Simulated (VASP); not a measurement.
Runs of VASP 6.6.1 on La. The structure is that of space group Pm-3m (No. 221), or close to it. The cells are those of the table. This isn't the form of La at room conditions, which is double hcp.

```csv
task,cell,cutoff (eV),gap on the mesh (eV),pressure (GPa)
single point,"a = 2.461 Å, 1 atom",520,none,(a)
relaxation of cell and atoms,"relaxed to 170 GPa from a = 2.463 Å, 1 atom",600,none,170.0
single point,"a = 2.463 Å, 1 atom",520,none,169.6
relaxation of cell and atoms,"relaxed to 170 GPa from a = 2.439 Å, 1 atom",600,none,170.0
```

Alike in all rows: level LDA; potentials or basis VASP PAW LDA potentials, release 64 (La); no spin polarisation; k mesh 15 × 15 × 15; smearing fermi-dirac 0.08 eV.

Fill in the values left out.

(a) 171.1.

Caveats: spin-orbit coupling is left out, which moves the levels of the heavy elements; the cell stands under pressure (at least some runs); the cell is relaxed towards a set pressure, so the run minimises the enthalpy, not the energy (at least some runs).

A k mesh can miss the band edges, and the runs leave out spin-orbit coupling on La.

A gap of «none» marks levels without a gap at the run's occupations.
